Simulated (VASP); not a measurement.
# Si3N4 (Cmmm) in VASP: further runs

The runs below take Si3N4 through single point, relaxation of cell and atoms, with PBE.

Program: VASP 6.6.1. These are calculated values, not measurements. Logs are shortened: lines on timing, memory, paths and dates and some standing lists are left out, and cuts for length are marked.

### 1 The cell of the first run

Symmetry: Cmmm, No. 65, orthorhombic system. The conventional cell has a = 6.508 Å, b = 8.934 Å, c = 3.118 Å, α = 90.00°, β = 90.00°, γ = 90.00°. Si (site symmetry 2/m) has 6 N at 2.25 to 2.26 Å and 8 Si at 3.12 to 3.25 Å within 3.3 Å. Within 2.7 Å of Si (site symmetry mmm) lie 6 N at 2.03 to 2.06 Å. Within 2.7 Å of N (site symmetry 2mm) lie 4 Si at 2.06 to 2.25 Å and 1 N at 2.69 Å. N (site symmetry m2m) has 5 Si at 2.03 to 2.26 Å within 2.7 Å.

The cell was built from a structure type or drawn by symmetry, and may not be a known phase.

### 2 Single point, PBE, collinear spin, ferromagnetic start

Contents of INCAR:

```
SYSTEM = Si3N4
PREC = Accurate
ENCUT = 520
EDIFF = 1E-7
ISMEAR = 0
SIGMA = 0.1
LREAL = .False.
LASPH = .True.
NELM = 150
ALGO = Normal
ISIF = 2
LWAVE = .False.
LCHARG = .False.
ISPIN = 2
MAGMOM = 0 0 0 1 1 1 1
LORBIT = 11
GGA = PE
NBANDS = 29
```

Contents of KPOINTS:

```
Automatic mesh
0
Gamma
  4 4 6
  0 0 0
```

Contents of POSCAR:

```
Si3N4
1.0
    3.2542279100     -4.4670753600      0.0000000000
    3.2542279100      4.4670753600      0.0000000000
    0.0000000000      0.0000000000      3.1180597600
Si N
3 4
Direct
    0.5000000000      0.0000000000      0.5000000000
    0.0000000000      0.5000000000      0.5000000000
    0.0000000000      0.0000000000      0.0000000000
    0.7937246600      0.7937246600      0.5000000000
    0.2062753400      0.2062753400      0.5000000000
    0.2277248000      0.7722752000      0.0000000000
    0.7722752000      0.2277248000      0.0000000000
```

Potentials or basis: VASP PAW PBE potentials, release 64 (Si, N).

Launch:

```console
$ cat potpaw_PBE.64/Si/POTCAR potpaw_PBE.64/N/POTCAR > POTCAR
$ mpirun -np 1 vasp_std > vasp.out
```

OUTCAR:

```text
SYSTEM = Si3N4
   PREC = Accurate
   ENCUT = 520
   EDIFF = 1E-7
   ISMEAR = 0
   LREAL = .False.
   LASPH = .True.
   NELM = 150
   ISIF = 2
   ISPIN = 2
   LORBIT = 11
   GGA = PE

 ion  position               nearest neighbor table
   1  0.500  0.000  0.500-   4 2.25   5 2.25   6 2.26   7 2.26   6 2.26   7 2.26
   2  0.000  0.500  0.500-   4 2.25   5 2.25   6 2.26   7 2.26   6 2.26   7 2.26
   3  0.000  0.000  0.000-   6 2.03   7 2.03   4 2.06   5 2.06   4 2.06   5 2.06
   4  0.794  0.794  0.500-   3 2.06   3 2.06   1 2.25   2 2.25
   5  0.206  0.206  0.500-   3 2.06   3 2.06   1 2.25   2 2.25
   6  0.228  0.772  0.000-   3 2.03   2 2.26   1 2.26   1 2.26   2 2.26
   7  0.772  0.228  0.000-   3 2.03   2 2.26   1 2.26   1 2.26   2 2.26

  LATTYP: Found a base centered orthorhombic cell.
 ALAT       =     6.5084558200
 B/A-ratio  =     1.3726989884
 C/A-ratio  =     0.4790782708

  Lattice vectors:

 A1 = (   3.2542279100,  -4.4670753600,   0.0000000000)
 A2 = (   3.2542279100,   4.4670753600,   0.0000000000)
 A3 = (   0.0000000000,   0.0000000000,   3.1180597600)

Analysis of symmetry for initial positions (statically):
=====================================================================
 Subroutine PRICEL returns:
 Original cell was already a primitive cell.

 Routine SETGRP: Setting up the symmetry group for a
 base centered orthorhombic supercell.

 Subroutine GETGRP returns: Found  8 space group operations
 (whereof  8 operations were pure point group operations)
 out of a pool of  8 trial point group operations.

The static configuration has the point symmetry D_2h.

Analysis of symmetry for dynamics (positions and initial velocities):
=====================================================================
 Subroutine PRICEL returns:
 Original cell was already a primitive cell.

 Routine SETGRP: Setting up the symmetry group for a
 base centered orthorhombic supercell.

 Subroutine GETGRP returns: Found  8 space group operations
 (whereof  8 operations were pure point group operations)
 out of a pool of  8 trial point group operations.

The dynamic configuration has the point symmetry D_2h.

Analysis of structural, dynamic, and magnetic symmetry:
=====================================================================
 Subroutine PRICEL returns:
 Original cell was already a primitive cell.

 Routine SETGRP: Setting up the symmetry group for a
 base centered orthorhombic supercell.

 Subroutine GETGRP returns: Found  8 space group operations
 (whereof  8 operations were pure point group operations)
 out of a pool of  8 trial point group operations.

The overall configuration has the point symmetry D_2h.

 Subroutine INISYM returns: Found  8 space group operations
 (whereof  8 operations are pure point group operations),
 and found     1 'primitive' translations

----------------------------------------------------------------------------------------

                                     Primitive cell

  volume of cell :      90.6537

  direct lattice vectors                    reciprocal lattice vectors
     3.254227910 -4.467075360  0.000000000     0.153646276 -0.111930057  0.000000000
     3.254227910  4.467075360  0.000000000     0.153646276  0.111930057  0.000000000
     0.000000000  0.000000000  3.118059760     0.000000000  0.000000000  0.320712262

  length of vectors
     5.526731544  5.526731544  3.118059760     0.190093440  0.190093440  0.320712262

  position of ions in fractional coordinates (direct lattice)
     0.500000000  0.000000000  0.500000000
     0.000000000  0.500000000  0.500000000
     0.000000000  0.000000000  0.000000000
     0.793724660  0.793724660  0.500000000
     0.206275340  0.206275340  0.500000000
     0.227724800  0.772275200  0.000000000
     0.772275200  0.227724800  0.000000000

  ion indices of the primitive-cell ions
   primitive index   ion index
                 1           1
                 2           2
                 3           3
                 4           4
                 5           5
[... 55 lines left out ...]
 [... further k-points ...]
   k-points           NKPTS =     28   k-points in BZ     NKDIM =     28   number of bands    NBANDS=     29
   number of dos      NEDOS =    301   number of ions     NIONS =      7
   total plane-waves  NPLWV =  42336
   dimension x,y,z NGX =    42 NGY =   42 NGZ =   24
   dimension x,y,z NGXF=    84 NGYF=   84 NGZF=   48
   ions per type =               3   4
   NGX,Y,Z   is equivalent  to a cutoff of  12.63, 12.63, 12.80 a.u.
   NGXF,Y,Z  is equivalent  to a cutoff of  25.27, 25.27, 25.59 a.u.
 SYSTEM =  Si3N4
   PREC   = accura    normal or accurate (medium, high low for compatibility)
   ISTART =      0    job   : 0-new  1-cont  2-samecut
   ICHARG =      2    charge: 1-file 2-atom 10-const
   ISPIN  =      2    spin polarized calculation?
   LNONCOLLINEAR =      F non collinear calculations
   LSORBIT =      F    spin-orbit coupling
   LASPH  =      T    aspherical Exc in radial PAW
   ENCUT  =  520.0 eV  38.22 Ry    6.18 a.u.  10.28 10.28  5.80*2*pi/ulx,y,z
   NELM   =    150;   NELMIN=  2; NELMDL= -5     # of ELM steps
   EDIFF  = 0.1E-06   stopping-criterion for ELM
   LREAL  =      F    real-space projection
   EDIFFG = 0.1E-05   stopping-criterion for IOM
   NSW    =      0    number of steps for IOM
   IBRION =     -1    ionic relax: 0-MD 1-quasi-New 2-CG
   NFREE  =      0    steps in history (QN), initial steepest desc. (CG)
   ISIF   =      2    stress and relaxation
   ISYM   =      2    0-nonsym 1-usesym 2-fastsym
   POTIM  = 0.5000    time-step for ionic-motion
   TEBEG  =    0.0;   TEEND  =   0.0 temperature during run
   PSTRESS=    0.0 pullay stress
   NELECT =      32.0000    total number of electrons
   NUPDOWN=      -1.0000    fix difference up-down
   EMIN   =  10.00;   EMAX   =-10.00  energy-range for DOS
   EFERMI =   0.00;   METHOD = LEGACY
   ISMEAR =     0;   SIGMA  =   0.10  broadening in eV -4-tet -1-fermi 0-gaus
   EFERMI_NEDOS =   21; number of points for ismear=-14 and -15
   IALGO  =     38    algorithm
   IMIX   =      4    mixing-type and parameters
     AMIX     =   0.40;   BMIX     =  1.00
     AMIX_MAG =   1.60;   BMIX_MAG =  1.00
  volume/ion in A,a.u.               =      12.95        87.39
  Fermi-wavevector in a.u.,A,eV,Ry     =   1.156990  2.186394 18.213110  1.338626
  Thomas-Fermi vector in A             =   2.293605
   LORBIT       =     11    0 simple, 1 ext, 2 COOP (PROOUT), +10 PAW based schemes
   GGA     = PE    functional components
   LHFCALC =     F    Hartree Fock is set to
   AEXX    =    0.0000 exact exchange contribution
   IVDW    =     0    specifies the selected vdW correction
   LEPSILON=     F    determine dielectric tensor
   LRPA    =     F    only Hartree local field effects (RPA)
 spin polarized calculation
 Gauss-broadening in eV      SIGMA  =   0.10
  energy-cutoff  :      520.00
  volume of cell :       90.65
 maximum number of plane-waves:      2468
 NGX is ok and might be reduce to    42
   NGX = 21   NGY = 21   NGZ = 11

 number of electron      32.0000000 magnetization       0.0000119

 number of electron      32.0000000 magnetization      -0.0000028

 Free energy of the ion-electron system (eV)
  ---------------------------------------------------
  ext. energy  EPLUGINS =         0.00000000
  ---------------------------------------------------
  free energy    TOTEN  =       -46.93000511 eV

  energy without entropy =      -46.92478190  energy(sigma->0) =      -46.92739351

 E-fermi :   4.6092     XC(G=0): -10.1582

 val. band max:        4.5979011826   @ k =   0.0000   0.0000   0.3333
 cond. band min:       4.6858483206   @ k =   0.2500   0.2500   0.5000
 fundamental gap:      0.0879471380
 Fermi energy:         4.6091733336

 spin component 1

 k-point     1 :       0.0000    0.0000    0.0000
  band No.  band energies     occupation
      1     -11.5913      1.00000
      2      -9.3619      1.00000
      3      -8.3830      1.00000
      4      -8.2490      1.00000
      5      -4.3369      1.00000
      6      -1.7519      1.00000
[... 733 lines left out ...]
     27      13.7772      0.00000
     28      14.1753      0.00000

 [... further k-points ...]

 spin component 2

 k-point     1 :       0.0000    0.0000    0.0000
  band No.  band energies     occupation
      1     -11.5913      1.00000
      2      -9.3619      1.00000
      3      -8.3830      1.00000
      4      -8.2490      1.00000
      5      -4.3369      1.00000
      6      -1.7519      1.00000
[... 733 lines left out ...]
     27      13.7772      0.00000
     28      14.1753      0.00000

 [... further k-points ...]

 [bands above 28 left out]

------------------------ aborting loop because EDIFF is reached ----------------------------------------

  FORCE on cell =-STRESS in cart. coord.  units (eV):
  Direction    XX          YY          ZZ          XY          YZ          ZX
  --------------------------------------------------------------------------------------
  -------------------------------------------------------------------------------------
  Total      -21.6652693    -25.8461398    -20.4500949      0.0000000      0.0000000      0.0000000
  in kB     -382.9032032   -456.7942169   -361.4267016      0.0000000      0.0000000      0.0000000
  external PRESSURE =    -400.3747072 kB  Pullay stress =       0.0000000 kB

 VOLUME and BASIS-vectors are now :
 -----------------------------------------------------------------------------
  energy-cutoff  :      520.00
  volume of cell :       90.65
      direct lattice vectors                 reciprocal lattice vectors
     3.254227910 -4.467075360  0.000000000     0.153646276 -0.111930057  0.000000000
     3.254227910  4.467075360  0.000000000     0.153646276  0.111930057  0.000000000
     0.000000000  0.000000000  3.118059760     0.000000000  0.000000000  0.320712262

 POSITION                                       TOTAL-FORCE (eV/Angst)
 -----------------------------------------------------------------------------------
      1.62711     -2.23354      1.55903        -0.000000      0.000000      0.000000
      1.62711      2.23354      1.55903        -0.000000      0.000000      0.000000
      0.00000      0.00000      0.00000        -0.000000      0.000000      0.000000
      5.16592      0.00000      1.55903         1.723063      0.000000      0.000000
      1.34253      0.00000      1.55903        -1.723063      0.000000      0.000000
      3.25423      2.43255      0.00000        -0.000000      1.062069      0.000000
      3.25423     -2.43255      0.00000        -0.000000     -1.062069     -0.000000
 -----------------------------------------------------------------------------------
    total drift:                               -0.000000     -0.000000      0.000000

  FREE ENERGIE OF THE ION-ELECTRON SYSTEM (eV)
  ---------------------------------------------------
  free  energy   TOTEN  =       -46.9300051074 eV

  energy  without entropy=      -46.9247819027  energy(sigma->0) =      -46.92739351

 total charge

# of ion       s       p       d       tot
------------------------------------------
    1        0.735   0.539   0.000   1.274
    2        0.735   0.539   0.000   1.274
    3        0.633   0.734   0.000   1.367
    4        1.265   2.288   0.000   3.553
    5        1.265   2.288   0.000   3.553
    6        1.262   2.298   0.000   3.561
    7        1.262   2.298   0.000   3.561
--------------------------------------------------
tot          7.156  10.985   0.000  18.141

 magnetization (x)

# of ion       s       p       d       tot
------------------------------------------
    1        0.000   0.000   0.000   0.000
    2        0.000   0.000   0.000   0.000
    3       -0.000  -0.000   0.000  -0.000
    4       -0.000   0.000   0.000   0.000
    5       -0.000   0.000   0.000   0.000
    6        0.000   0.000   0.000   0.000
    7        0.000   0.000   0.000   0.000
--------------------------------------------------
tot          0.000   0.000   0.000   0.000
```

Run time: 4.7 min. Hardware: 1 thread of Intel Xeon 8259CL, shared host; peak memory 0.28 GiB.

What came out:

| Item | Value |
| --- | --- |
| Free energy | -46.9300 eV |
| Pressure | -40.0 GPa |
| Largest force | 1.723 eV/Å |
| Band gap on the k mesh | zero (filled and empty bands overlap) |
| Net moment | 0.00 μB per cell |
| Valence electrons inside the program's atomic spheres | Si 1.27, 1.37 (each value once); N 3.55, 3.56 (each value once) |

Forces in eV/Å, atoms in the order of the input:
```
Si   0.000  0.000  0.000
Si   0.000  0.000  0.000
Si   0.000  0.000  0.000
N    1.723  0.000  0.000
N   -1.723  0.000  0.000
N    0.000  1.062  0.000
N    0.000 -1.062  0.000
```

Stress tensor (GPa, compression positive):
```
-38.29   0.00   0.00
  0.00 -45.68   0.00
  0.00   0.00 -36.14
```

Levels at points of the mesh, in eV from the Fermi level:
Spin up:
| k point | band 13 | band 14 | band 15 | band 16 | band 17 | band 18 | band 19 | band 20 |
| --- | --- | --- | --- | --- | --- | --- | --- | --- |
| (0.00, 0.00, 0.00) | -0.81 | -0.80 | -0.56 | -0.49 | -0.13 | 3.25 | 3.69 | 3.86 |
| (0.50, 0.00, 0.00) | -0.88 | -0.61 | -0.49 | -0.33 | 0.84 | 2.47 | 4.45 | 4.64 |
| (0.50, 0.50, 0.00) | -2.08 | -0.62 | -0.61 | -0.54 | 2.20 | 3.41 | 3.43 | 4.91 |
| (0.00, 0.00, 0.50) | -2.96 | -1.75 | -1.32 | -0.08 | 1.97 | 3.14 | 3.33 | 4.84 |
| (0.50, 0.00, 0.50) | -2.43 | -2.35 | -0.83 | -0.50 | 0.10 | 1.39 | 4.96 | 4.98 |
| (0.50, 0.50, 0.50) | -2.46 | -1.85 | -1.03 | -0.57 | 0.33 | 2.33 | 3.28 | 3.91 |
Spin down:
```tsv
k point	band 13	band 14	band 15	band 16	band 17	band 18	band 19	band 20
(0.00, 0.00, 0.00)	-0.81	-0.80	-0.56	-0.49	-0.13	3.25	3.69	3.86
(0.50, 0.00, 0.00)	-0.88	-0.61	-0.49	-0.33	0.84	2.47	4.45	4.64
(0.50, 0.50, 0.00)	-2.08	-0.62	-0.61	-0.54	2.20	3.41	3.43	4.91
(0.00, 0.00, 0.50)	-2.96	-1.75	-1.32	-0.08	1.97	3.14	3.33	4.84
(0.50, 0.00, 0.50)	-2.43	-2.35	-0.83	-0.50	0.10	1.39	4.96	4.98
(0.50, 0.50, 0.50)	-2.46	-1.85	-1.03	-0.57	0.33	2.33	3.28	3.91
```

Caveat: the cell stands under tension; forces of over 1 eV/Å act on the atoms, so gaps and moduli don't describe the material at rest.

### 3 Relaxation of cell and atoms, PBE

This run uses another cell than the first one, of 8.39 Å³/atom.

Contents of INCAR:

```
  PREC = Accurate
  ENCUT = 600
  EDIFF = 1E-6
  ISMEAR = 0
  SIGMA = 0.02
  LREAL = F
  LASPH = T
  NELM = 80
  ALGO = Normal
  ISIF = 3
  LWAVE = F
  LCHARG = F
  GGA = PE
  IBRION = 2
  NSW = 100
  EDIFFG = -0.01
```

Contents of KPOINTS:

```
regular mesh
0
Gamma
  6 6 10
```

Contents of POSCAR:

```
Si3N4
1.0
    2.8571571482     -3.6796735128      0.0000000000
    2.8571571482      3.6796735128      0.0000000000
    0.0000000000      0.0000000000      2.7935482017
Si N
3 4
Direct
    0.5000000000      0.0000000000      0.5000000000
    0.0000000000      0.5000000000      0.5000000000
    0.0000000000      0.0000000000      0.0000000000
    0.7809335195      0.7809335195      0.5000000000
    0.2190664805      0.2190664805      0.5000000000
    0.2446059867      0.7553940133      0.0000000000
    0.7553940133      0.2446059867      0.0000000000
```

Potentials or basis: VASP PAW PBE potentials, release 64 (Si, N).

Launch:

```console
$ cat potpaw_PBE.64/Si/POTCAR potpaw_PBE.64/N/POTCAR > POTCAR
$ mpirun -np 1 vasp_std > vasp.out
```

It took 4.2 min on 1 thread of Intel Xeon 8259CL, shared host; peak memory 0.24 GiB.

Results (log left out):

* Free energy: -52.9134 eV
* Relaxed volume: 8.39 Å³/atom
* Relaxed cell: a = 4.658 Å, b = 4.658 Å, c = 2.793 Å, α = 90.00°, β = 90.00°, γ = 104.34°
* Space group after relaxing (to 0.1 Å): Cmmm (No. 65)
* Energy gained by relaxing: 0.0 meV/atom
* Ionic steps: 3
* Pressure after relaxing: 0.0 GPa
* Band gap on the k mesh: 0.81 eV (least direct gap 1.60 eV)

Final structure:
```cif
data_structure
_symmetry_space_group_name_H-M 'P 1'
_symmetry_Int_Tables_number 1
_cell_length_a 4.6583
_cell_length_b 4.6583
_cell_length_c 2.7930
_cell_angle_alpha 90.000
_cell_angle_beta 90.000
_cell_angle_gamma 104.341
_cell_volume 58.72
loop_
_atom_site_label
_atom_site_type_symbol
_atom_site_fract_x
_atom_site_fract_y
_atom_site_fract_z
_atom_site_occupancy
Si1 Si 0.50000 0.00000 0.50000 1
Si2 Si 0.00000 0.50000 0.50000 1
Si3 Si 0.00000 0.00000 0.00000 1
N1 N 0.78095 0.78095 0.50000 1
N2 N 0.21905 0.21905 0.50000 1
N3 N 0.24458 0.75542 0.00000 1
N4 N 0.75542 0.24458 0.00000 1
```

Levels at points of the mesh, in eV from the valence-band top:
| k point | band 13 | band 14 | band 15 | band 16 | band 17 | band 18 | band 19 | band 20 |
| --- | --- | --- | --- | --- | --- | --- | --- | --- |
| (0.00, 0.00, 0.00) | -1.21 | -1.06 | -0.52 | 0.00 | 1.70 | 4.61 | 4.98 | 6.51 |
| (0.50, 0.00, 0.00) | -1.40 | -1.23 | -0.96 | -0.41 | 3.62 | 5.05 | 7.08 | 7.15 |
| (0.50, 0.50, 0.00) | -3.54 | -1.60 | -1.41 | -1.29 | 5.15 | 5.20 | 6.03 | 6.68 |
| (0.00, 0.00, 0.50) | -4.36 | -3.23 | -2.50 | -0.89 | 5.11 | 5.16 | 7.40 | 7.85 |
| (0.50, 0.00, 0.50) | -3.65 | -2.97 | -1.49 | -1.00 | 2.54 | 4.27 | 6.81 | 7.41 |
| (0.50, 0.50, 0.50) | -2.97 | -2.24 | -1.15 | -0.79 | 0.81 | 4.10 | 5.48 | 5.87 |

A k mesh can miss the band edges.
